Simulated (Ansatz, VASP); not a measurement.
## Two plane-wave programs on B3As

INCAR

```
PREC     = Accurate       # precision mode
ENCUT    = 600            # plane-wave cutoff, eV
EDIFF    = 1E-6           # SCF threshold, eV
ISMEAR   = 0              # smearing method
SIGMA    = 0.1            # smearing width, eV
LREAL    = F              # projectors in reciprocal space
LASPH    = T              # aspherical terms in the spheres
NELM     = 60             # most SCF steps
ALGO     = Normal         # electronic algorithm
ISIF     = 3              # what is computed and relaxed
LWAVE    = F              # write WAVECAR
LCHARG   = F              # write CHGCAR
GGA      = PE             # functional
IBRION   = 2              # ionic algorithm
NSW      = 100            # ionic steps
EDIFFG   = -0.01          # ionic threshold
```

Contents of KPOINTS:

```
regular mesh
0
Gamma
  12 12 12
```

Contents of POSCAR:

```
B3As
1.0
    4.1411840718      0.0000000000      0.0000000000
    0.0000000000      4.1411840718      0.0000000000
    0.0000000000      0.0000000000      4.1411840718
B As
3 1
Direct
    0.5000000000      0.0000000000      0.0000000000
    0.0000000000      0.5000000000      0.0000000000
    0.0000000000      0.0000000000      0.5000000000
    0.0000000000      0.0000000000      0.0000000000
```

Input for Ansatz:

```yaml
crystal:
  lattice:
    - [4.1411840718, 0.0, 0.0]
    - [0.0, 4.1411840718, 0.0]
    - [0.0, 0.0, 4.1411840718]
  atoms:
    - { symbol: B, position: [0.5, 0.0, 0.0] }
    - { symbol: B, position: [0.0, 0.5, 0.0] }
    - { symbol: B, position: [0.0, 0.0, 0.5] }
    - { symbol: As, position: [0.0, 0.0, 0.0] }
basis:
  ecutwfc: 420
kpoints:
  mp_grid: { grid: [12, 12, 12] }
hamiltonian:
  xc: pbe
scf:
  occupations: { method: gaussian, width: 0.1 }
output:
  forces: true
  stress: true
  eigenvalues: true
relax:
  adjacent_minimum: "off"
  f_tol: 0.01
  max_steps: 80
  cell: { stress_tol: 0.05 }
```

Change from the starting cell: species swapped into the Cu3N type (Pm-3m, No. 221).

Alike in both runs: task relaxation of cell and atoms; functional PBE; k mesh 12 × 12 × 12; occupations gaussian, width 0.1 eV; no spin polarisation.

|  | VASP | Ansatz |
| --- | --- | --- |
| version | VASP 6.6.1 | Ansatz 0.2.0 |
| potentials or method | VASP PAW PBE potentials, release 64 (B, As), cutoff 600 eV | scalar-relativistic, plane waves, PAW |
| valence electrons in the cell | 14 | 24 |

```csv
,VASP,Ansatz,Ansatz less VASP
"gap on the k mesh at the Fermi level, each at its own relaxed structure (eV)",none,none,-
relaxed volume (Å³/atom),18.20,18.09,-0.108
relaxed cell length with the largest relative difference (Å),4.175,4.167,-0.0083
```

A gap of «none» marks a metal or a gap that the smearing closes. VASP's potentials hold 14 valence electrons a cell and Ansatz's 24, so a difference there can come from the potentials and not from the codes.
